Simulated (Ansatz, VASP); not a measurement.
**One calculation of GaCuC4N4, two programs**

```
Ga Cu C N
1.0
     5.86284    0.00000    0.00000
     0.00000    5.86284    0.00000
     0.00000    0.00000    5.86284
Ga Cu C N
1 1 4 4
Direct
  0.00000 0.00000 0.00000
  0.50000 0.50000 0.50000
  0.19357 0.19357 0.19357
  0.19357 0.80643 0.80643
  0.80643 0.19357 0.80643
  0.80643 0.80643 0.19357
  0.30805 0.30805 0.30805
  0.30805 0.69195 0.69195
  0.69195 0.30805 0.69195
  0.69195 0.69195 0.30805
```

Alike in both runs: functional PBE; k mesh 4 × 4 × 4; occupations gaussian, width 0.1 eV; collinear spin.

Ansatz relaxed the structure, and its values are those at the end. VASP's run is a single point on that final structure, the one shown.

|  | VASP | Ansatz |
| --- | --- | --- |
| version | VASP 6.6.1 | Ansatz 0.2.0 |
| potentials or method | VASP PAW PBE potentials, release 64 (Ga_d, Cu, C, N), cutoff 520 eV | scalar-relativistic, plane waves, PAW |
| valence electrons in the cell | 60 | 68 |

```csv
,VASP,Ansatz,Ansatz less VASP
gap on the k mesh at the Fermi level (eV),3.17,3.16,-0.009
least direct gap on the mesh (eV),3.24,3.23,-0.009
pressure (GPa),0.5,0.1,-0.43
rms of the force components (eV/Å),0.225,0.021,-0.2041
net moment per atom (μB),0.00,0.00,0.000
```

One of these differences is far larger than is usual between the two programs; its cause wasn't traced. The functional is the same, so the differences come from potentials, cutoffs and numerics. VASP's potentials hold 60 valence electrons a cell and Ansatz's 68, so a difference there can come from the potentials and not from the codes. Ansatz's warnings: seeded moment not kept.

Noted on VASP's run: the standard files for N, O and F lose accuracy on very short bonds.
